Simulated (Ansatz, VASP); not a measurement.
**GdN: VASP beside Ansatz**

The input INCAR:

```
SYSTEM = GdN
ALGO = Normal
EDIFF = 1E-6
ENCUT = 520
GGA = PE
ISIF = 2
ISMEAR = 0
ISPIN = 2
LASPH = .TRUE.
LCHARG = .FALSE.
LMAXMIX = 6
LORBIT = 11
LREAL = .FALSE.
LWAVE = .FALSE.
MAGMOM = 7.55 0
NBANDS = 22
NELM = 150
PREC = Accurate
SIGMA = 0.05
```

KPOINTS

```
k-points
0
G
  12 12 12
  0 0 0
```

The input POSCAR:

```
GdN
1.0
    0.0000000000      2.4760677124      2.4760677124
    2.4760677124      0.0000000000      2.4760677124
    2.4760677124      2.4760677124      0.0000000000
Gd N
1 1
Direct
    0.5000000000      0.5000000000      0.5000000000
    0.0000000000      0.0000000000      0.0000000000
```

Input for Ansatz:

```yaml
crystal:
  lattice:
    - [0.0, 2.4760677143, 2.4760677143]
    - [2.4760677143, 0.0, 2.4760677143]
    - [2.4760677143, 2.4760677143, 0.0]
  atoms:
    - { symbol: Gd, position: [0.5, 0.5, 0.5], spin: 7.55 }
    - { symbol: "N", position: [0.0, 0.0, 0.0] }
basis:
  ecutwfc: 420
  ecutrho_ratio: 4
kpoints:
  mp_grid: { grid: [12, 12, 12] }
hamiltonian:
  xc: pbe
scf:
  occupations: { method: gaussian, width: 0.05 }
output:
  forces: true
  stress: true
  eigenvalues: true
  populations: true
magnetization:
  spin_polarized: true
```

Alike in both runs: task single point; functional PBE; k mesh 12 × 12 × 12; occupations gaussian, width 0.05 eV; collinear spin.

```csv
,VASP,Ansatz
version,VASP 6.6.1,Ansatz 0.2.0
potentials or method,"VASP PAW PBE potentials, release 64 (Gd, N), cutoff 520 eV","scalar-relativistic, plane waves, PAW"
valence electrons in the cell,23,23
```

|  | VASP | Ansatz | Ansatz less VASP |
| --- | --- | --- | --- |
| gap on the k mesh at the Fermi level (eV) | none | none | - |
| pressure (GPa) | 3.3 | 2.9 | -0.34 |
| net moment per atom (μB) | 3.50 | 3.50 | 0.000 |
| size of the moment on the site where the two differ most (μB) | 6.80 | 6.86 | +0.055 |

Site moments also hang on the region over which each program counts them. A gap of «none» marks a metal or a gap that the smearing closes.

Spin-orbit coupling is off throughout.
